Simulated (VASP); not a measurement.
# V (Cmmm) in VASP: relaxation of cell and atoms with PBE

Aim: the relaxation of cell and atoms of V with PBE.

All numbers are computed with VASP 6.6.1; they aren't measurements. Logs are shortened: lines on timing, memory, paths and dates and some standing lists are left out, and cuts for length are marked.

## (1) The cell of the first run

The structure is orthorhombic, space group Cmmm (No. 65). The conventional cell has a = 4.571 Å, b = 6.823 Å, c = 5.167 Å, α = 90.00°, β = 90.00°, γ = 90.00°. V (site symmetry 2) has 6 V at 2.29 to 2.58 Å within 3.0 Å. V (site symmetry mmm) has 8 V at 2.43 Å within 3.2 Å.

## (2) Relaxation of cell and atoms, PBE

The input, INCAR:

```
ALGO = Normal
EDIFF = 1E-7
EDIFFG = -0.04
ENCUT = 600
GGA = PE
IBRION = 2
ISIF = 3
ISMEAR = 0
LASPH = True
LCHARG = False
LREAL = False
LWAVE = False
NELM = 60
NSW = 90
PREC = Accurate
SIGMA = 0.1
```

The input, KPOINTS:

```
k-points
0
Gamma
  4 4 4
```

The input, POSCAR:

```
V
1.0
    2.2856885461     -3.4115491836      0.0000000000
    2.2856885461      3.4115491836      0.0000000000
    0.0000000000      0.0000000000      5.1673483018
V
5
Direct
    0.5000000000      0.0000000000      0.2500000000
    0.0000000000      0.5000000000      0.7500000000
    0.0000000000      0.5000000000      0.2500000000
    0.5000000000      0.0000000000      0.7500000000
    0.0000000000      0.0000000000      0.0000000000
```

Potentials or basis: VASP PAW PBE potentials, release 64 (V_sv).

Command:

```
$ cat potpaw_PBE.64/V_sv/POTCAR > POTCAR
$ mpirun -np 1 vasp_std > vasp.out
```

OUTCAR:

```text
EDIFF = 1E-7
   EDIFFG = -0.04
   ENCUT = 600
   GGA = PE
   IBRION = 2
   ISIF = 3
   ISMEAR = 0
   LASPH = True
   LREAL = False
   NELM = 60
   NSW = 90
   PREC = Accurate

 ion  position               nearest neighbor table
   1  0.500  0.000  0.250-   3 2.29   3 2.29   5 2.43   5 2.43   4 2.58   4 2.58
   2  0.000  0.500  0.750-   4 2.29   4 2.29   5 2.43   5 2.43   3 2.58   3 2.58
   3  0.000  0.500  0.250-   1 2.29   1 2.29   5 2.43   5 2.43   2 2.58   2 2.58
   4  0.500  0.000  0.750-   2 2.29   2 2.29   5 2.43   5 2.43   1 2.58   1 2.58
   5  0.000  0.000  0.000-   1 2.43   2 2.43   3 2.43   4 2.43   2 2.43   3 2.43   1 2.43   4 2.43

  LATTYP: Found a base centered orthorhombic cell.
 ALAT       =     4.5713770922
 B/A-ratio  =     1.4925695758
 C/A-ratio  =     1.1303701702

  Lattice vectors:

 A1 = (   2.2856885461,  -3.4115491836,   0.0000000000)
 A2 = (   2.2856885461,   3.4115491836,   0.0000000000)
 A3 = (   0.0000000000,   0.0000000000,   5.1673483018)

Analysis of symmetry for initial positions (statically):
=====================================================================
 Subroutine PRICEL returns:
 Original cell was already a primitive cell.

 Routine SETGRP: Setting up the symmetry group for a
 base centered orthorhombic supercell.

 Subroutine GETGRP returns: Found  8 space group operations
 (whereof  8 operations were pure point group operations)
 out of a pool of  8 trial point group operations.

The static configuration has the point symmetry D_2h.

Analysis of symmetry for dynamics (positions and initial velocities):
=====================================================================
 Subroutine PRICEL returns:
 Original cell was already a primitive cell.

 Routine SETGRP: Setting up the symmetry group for a
 base centered orthorhombic supercell.

 Subroutine GETGRP returns: Found  8 space group operations
 (whereof  8 operations were pure point group operations)
 out of a pool of  8 trial point group operations.

The dynamic configuration has the point symmetry D_2h.

 Subroutine INISYM returns: Found  8 space group operations
 (whereof  8 operations are pure point group operations),
 and found     1 'primitive' translations

----------------------------------------------------------------------------------------

                                     Primitive cell

  volume of cell :      80.5873

  direct lattice vectors                    reciprocal lattice vectors
     2.285688546 -3.411549184  0.000000000     0.218752463 -0.146560982  0.000000000
     2.285688546  3.411549184  0.000000000     0.218752463  0.146560982  0.000000000
     0.000000000  0.000000000  5.167348302     0.000000000  0.000000000  0.193522856

  length of vectors
     4.106463194  4.106463194  5.167348302     0.263311150  0.263311150  0.193522856

  position of ions in fractional coordinates (direct lattice)
     0.500000000  0.000000000  0.250000000
     0.000000000  0.500000000  0.750000000
     0.000000000  0.500000000  0.250000000
     0.500000000  0.000000000  0.750000000
     0.000000000  0.000000000  0.000000000

  ion indices of the primitive-cell ions
   primitive index   ion index
                 1           1
                 2           2
                 3           3
                 4           4
                 5           5

----------------------------------------------------------------------------------------

 KPOINTS: k-points

Automatic generation of k-mesh.
 Grid dimensions read from file:
 generate k-points for:    4    4    4

 Generating k-lattice:

  Cartesian coordinates                     Fractional coordinates (reciprocal lattice)
     0.054688116 -0.036640246  0.000000000     0.250000000  0.000000000  0.000000000
     0.054688116  0.036640246  0.000000000     0.000000000  0.250000000  0.000000000
     0.000000000  0.000000000  0.048380714     0.000000000  0.000000000  0.250000000

  Length of vectors
     0.065827788  0.065827788  0.048380714

  Shift w.r.t. Gamma in fractional coordinates (k-lattice)
     0.000000000  0.000000000  0.000000000

 Subroutine IBZKPT returns following result:
 ===========================================

 Found     21 irreducible k-points:

 Following reciprocal coordinates:
            Coordinates               Weight
  0.000000  0.000000  0.000000      1.000000
  0.250000  0.000000  0.000000      4.000000
  0.500000  0.000000  0.000000      2.000000
  0.250000  0.250000  0.000000      2.000000
  0.500000  0.250000  0.000000      4.000000
 -0.250000  0.250000  0.000000      2.000000
[... 13 lines left out ...]
 -0.250000  0.250000  0.500000      2.000000
  0.500000  0.500000  0.500000      1.000000
   k-points           NKPTS =     21   k-points in BZ     NKDIM =     21   number of bands    NBANDS=     39
   number of dos      NEDOS =    301   number of ions     NIONS =      5
   total plane-waves  NPLWV =  54432
   dimension x,y,z NGX =    36 NGY =   36 NGZ =   42
   dimension x,y,z NGXF=    72 NGYF=   72 NGZF=   84
   ions per type =               5
   NGX,Y,Z   is equivalent  to a cutoff of  14.57, 14.57, 13.51 a.u.
   NGXF,Y,Z  is equivalent  to a cutoff of  29.15, 29.15, 27.02 a.u.
 SYSTEM =  unknown system
   PREC   = accura    normal or accurate (medium, high low for compatibility)
   ISTART =      0    job   : 0-new  1-cont  2-samecut
   ICHARG =      2    charge: 1-file 2-atom 10-const
   ISPIN  =      1    spin polarized calculation?
   LNONCOLLINEAR =      F non collinear calculations
   LSORBIT =      F    spin-orbit coupling
   LASPH  =      T    aspherical Exc in radial PAW
   ENCUT  =  600.0 eV  44.10 Ry    6.64 a.u.   8.20  8.20 10.32*2*pi/ulx,y,z
   NELM   =     60;   NELMIN=  2; NELMDL= -5     # of ELM steps
   EDIFF  = 0.1E-06   stopping-criterion for ELM
   LREAL  =      F    real-space projection
   EDIFFG = -.4E-01   stopping-criterion for IOM
   NSW    =     90    number of steps for IOM
   IBRION =      2    ionic relax: 0-MD 1-quasi-New 2-CG
   NFREE  =      1    steps in history (QN), initial steepest desc. (CG)
   ISIF   =      3    stress and relaxation
   ISYM   =      2    0-nonsym 1-usesym 2-fastsym
   POTIM  = 0.5000    time-step for ionic-motion
   TEBEG  =    0.0;   TEEND  =   0.0 temperature during run
   PSTRESS=    0.0 pullay stress
   NELECT =      65.0000    total number of electrons
   NUPDOWN=      -1.0000    fix difference up-down
   EMIN   =  10.00;   EMAX   =-10.00  energy-range for DOS
   EFERMI =   0.00;   METHOD = LEGACY
   ISMEAR =     0;   SIGMA  =   0.10  broadening in eV -4-tet -1-fermi 0-gaus
   EFERMI_NEDOS =   21; number of points for ismear=-14 and -15
   IALGO  =     38    algorithm
   IMIX   =      4    mixing-type and parameters
     AMIX     =   0.40;   BMIX     =  1.00
     AMIX_MAG =   1.60;   BMIX_MAG =  1.00
  volume/ion in A,a.u.               =      16.12       108.77
  Fermi-wavevector in a.u.,A,eV,Ry     =   1.523902  2.879758 31.596516  2.322278
  Thomas-Fermi vector in A             =   2.632282
   LORBIT       =      0    0 simple, 1 ext, 2 COOP (PROOUT), +10 PAW based schemes
   GGA     = PE    functional components
   LHFCALC =     F    Hartree Fock is set to
   AEXX    =    0.0000 exact exchange contribution
   IVDW    =     0    specifies the selected vdW correction
   LEPSILON=     F    determine dielectric tensor
   LRPA    =     F    only Hartree local field effects (RPA)
 conjugate gradient relaxation of ions
 non-spin polarized calculation
 Gauss-broadening in eV      SIGMA  =   0.10
  energy-cutoff  :      600.00
  volume of cell :       80.59
 maximum number of plane-waves:      2704
 NGX is ok and might be reduce to    36
   NGX = 17   NGY = 17   NGZ = 21

--------------------------------------- Ionic step        1  -------------------------------------------

 number of electron      65.0000001 magnetization

 Free energy of the ion-electron system (eV)
  ---------------------------------------------------
  ext. energy  EPLUGINS =         0.00000000
  ---------------------------------------------------
  free energy    TOTEN  =       -39.01085053 eV

  energy without entropy =      -38.97750842  energy(sigma->0) =      -38.99417948

------------------------ aborting loop because EDIFF is reached ----------------------------------------

  FORCE on cell =-STRESS in cart. coord.  units (eV):
  Direction    XX          YY          ZZ          XY          YZ          ZX
  --------------------------------------------------------------------------------------
  -------------------------------------------------------------------------------------
  Total        7.6783971     -1.8750750      3.1393313     -0.0000000      0.0000000      0.0000000
  in kB      152.6562987    -37.2788757     62.4138983     -0.0000000      0.0000000      0.0000000
  external PRESSURE =      59.2637738 kB  Pullay stress =       0.0000000 kB
[... 98 lines left out ...]
  FREE ENERGIE OF THE ION-ELECTRON SYSTEM (eV)
  ---------------------------------------------------
  free  energy   TOTEN  =       -39.3906355967 eV

  energy  without entropy=      -39.3566792138  energy(sigma->0) =      -39.37365741

[... ionic steps 4 to 22 ...]

--------------------------------------- Ionic step       23  -------------------------------------------

 number of electron      64.9999973 magnetization

------------------------ aborting loop because EDIFF is reached ----------------------------------------

  FORCE on cell =-STRESS in cart. coord.  units (eV):
  Direction    XX          YY          ZZ          XY          YZ          ZX
  --------------------------------------------------------------------------------------
  -------------------------------------------------------------------------------------
  Total       -0.4829407     -0.0691094      0.4742044      0.0000000      0.0000000      0.0000000
  in kB      -10.1401311     -1.4510650      9.9566989      0.0000000      0.0000000      0.0000000
  external PRESSURE =      -0.5448324 kB  Pullay stress =       0.0000000 kB
[... 63 lines left out ...]
  energy  without entropy=      -40.9028965494  energy(sigma->0) =      -40.91395483

--------------------------------------- Ionic step       25  -------------------------------------------

 number of electron      64.9999991 magnetization

 Free energy of the ion-electron system (eV)
  ---------------------------------------------------
  ext. energy  EPLUGINS =         0.00000000
  ---------------------------------------------------
  free energy    TOTEN  =       -40.92780799 eV

  energy without entropy =      -40.90407505  energy(sigma->0) =      -40.91594152

 E-fermi :   8.4545     XC(G=0): -12.0801

 val. band max:        8.3452030120   @ k =   0.5000   0.0000   0.5000
 cond. band min:       8.4851985941   @ k =   0.5000   0.5000   0.0000
 fundamental gap:      0.1399955821
 Fermi energy:         8.4545033678

 k-point     1 :       0.0000    0.0000    0.0000
  band No.  band energies     occupation
      1     -55.5593      2.00000
      2     -55.3917      2.00000
      3     -55.3849      2.00000
      4     -55.1658      2.00000
      5     -55.0881      2.00000
      6     -29.6846      2.00000
[... 903 lines left out ...]
  FREE ENERGIE OF THE ION-ELECTRON SYSTEM (eV)
  ---------------------------------------------------
  free  energy   TOTEN  =       -40.9278079850 eV

  energy  without entropy=      -40.9040750537  energy(sigma->0) =      -40.91594152

 reached required accuracy - stopping structural energy minimisation
```

It took 12 min on 1 thread of Intel Xeon 6975P-C (Granite Rapids), shared host; peak memory 0.26 GiB.

What came out:

```yaml
Free_energy: -40.9278 eV
Relaxed_volume: 15.25 Å³/atom
Relaxed_cell: a = 3.480 Å, b = 3.480 Å, c = 6.298 Å, α = 90.00°, β = 90.00°, γ = 89.93°
Space_group_after_relaxing_to_0.1_Å: P4/mmm (No. 123)
Energy_gained_by_relaxing: 383.4 meV/atom
Ionic_steps: 25
Pressure_after_relaxing: 0.0 GPa
Largest_force_after_relaxing: 0.024 eV/Å
Band_gap_on_the_k_mesh: zero (an odd number of electrons rules out a gap without spin polarisation)
```

Forces in eV/Å, atoms in the order of the input:
```
V    0.000  0.000 -0.024
V    0.000  0.000  0.024
V    0.000  0.000 -0.024
V    0.000  0.000  0.024
V    0.000  0.000  0.000
```

The path:
```tsv
step	energy change (eV)	largest force (eV/Å)	pressure (GPa)	volume (Å³)
1	0.0000	0.9660	5.93	80.59
2	-0.3768	0.0401	-6.39	87.57
3	-0.3798	0.1140	-5.44	86.90
4	-0.6906	0.0828	-2.54	82.70
5	-0.8252	0.1389	1.09	79.23
6	-0.6623	0.1277	14.11	71.96
7	-0.8440	0.1599	3.34	77.56
8	-1.0617	0.1884	2.01	77.64
9	-0.9148	0.0473	5.64	75.13
10	-1.2270	0.1811	1.10	77.13
11	-1.4087	0.4681	-1.50	78.52
12	-1.6462	0.4555	-7.56	81.85
13	-1.6479	0.5424	-6.50	81.13
14	-1.7151	0.5055	-5.51	80.27
15	-1.7738	0.4235	-3.65	78.90
16	-1.7773	0.3995	-2.98	78.45
17	-1.8079	0.3960	-1.86	77.70
18	-1.8474	0.4149	1.83	75.48
19	-1.8714	0.3728	1.07	75.82
20	-1.9056	0.1065	-0.93	76.82
21	-1.9060	0.1599	-0.68	76.68
22	-1.9061	0.1448	-0.76	76.72
23	-1.9125	0.0700	-0.05	76.31
24	-1.9142	0.0031	0.63	75.94
25	-1.9170	0.0239	0.02	76.25
```

Final structure:
```xyz
5
Lattice="2.4619 -2.4589 0.0000 2.4619 2.4589 0.0000 0.0000 0.0000 6.2978" Properties=species:S:1:pos:R:3 pbc="T T T"
V     1.2310   -1.2294    1.9268
V     1.2310    1.2294    4.3711
V     1.2310    1.2294    1.9268
V     1.2310   -1.2294    4.3711
V     0.0000    0.0000    0.0000
```

Caveat: the k points lie up to 0.45 Å⁻¹ apart in the final cell, too coarse for converged energies and pressures of a metal; a cell axis changed by over 15 % at a fixed basis, so the end point is rough.
